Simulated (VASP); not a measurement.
Write the native input for VASP 6.6.1 that does the following.

```
Task                   : relaxation of cell and atoms
Functional             : PBEsol
Potentials or basis    : VASP PAW PBE potentials, release 64 (In_d, Sb)
Cutoff                 : 600 eV
k mesh                 : 12 × 12 × 12
Occupations            : fermi-dirac, width 0.15 eV
Spin                   : no spin polarisation
Target pressure        : 12 GPa
Dipole correction      : no
Further INCAR settings : ALGO = Normal; EDIFF = 1e-06; IBRION = 2; EDIFFG = -0.001; NSW = 80; ISIF = 3
```

The structure of InSb lies in POSCAR:

```
InSb
1.0
    0.0000000000      3.2599290654      3.2599290654
    3.2599290654      0.0000000000      3.2599290654
    3.2599290654      3.2599290654      0.0000000000
In Sb
1 1
Direct
    0.0000000000      0.0000000000      0.0000000000
    0.7500000000      0.7500000000      0.7500000000
```

One way to write it, as run:

INCAR

```
PREC = Accurate
ENCUT = 600
EDIFF = 1E-6
ISMEAR = -1
SIGMA = 0.15
LREAL = F
LASPH = T
NELM = 80
ALGO = Normal
ISIF = 3
LWAVE = F
LCHARG = F
GGA = PS
IBRION = 2
NSW = 80
EDIFFG = -0.001
PSTRESS = 120.0
```

KPOINTS

```
regular mesh
0
Gamma
  12 12 12
```

Potentials or basis: VASP PAW PBE potentials, release 64 (In_d, Sb).

Launch:

```console
$ cat potpaw_PBE.64/In_d/POTCAR potpaw_PBE.64/Sb/POTCAR > POTCAR
$ mpirun -np 1 vasp_std > vasp.out
```

Results of the run:

```yaml
Relaxed_volume: 28.91 Å³/atom
Relaxed_cell: a = 4.340 Å, b = 4.340 Å, c = 4.340 Å, α = 60.00°, β = 60.00°, γ = 60.00°
Space_group_after_relaxing_to_0.1_Å: F-43m (No. 216)
Energy_change_on_relaxing_the_run_minimises_the_enthalpy: +181.6 meV/atom
Ionic_steps: 10
Pressure_after_relaxing: 12.0 GPa
Band_gap_on_the_k_mesh: 0.70 eV
```

Caveat: the cell is relaxed towards a set pressure, so the run minimises the enthalpy, not the energy; the volume moved by over 15 % at a fixed basis, so the end points are rough; semilocal functionals underestimate gaps, and a narrow one can read as zero; the PAW data sets were made with another functional, which shifts forces and pressure a little; spin-orbit coupling is left out, which moves the levels of the heavy elements.

Wall time 11 min on 1 thread of AMD EPYC 7R13 (shared host), peak memory 0.28 GiB.
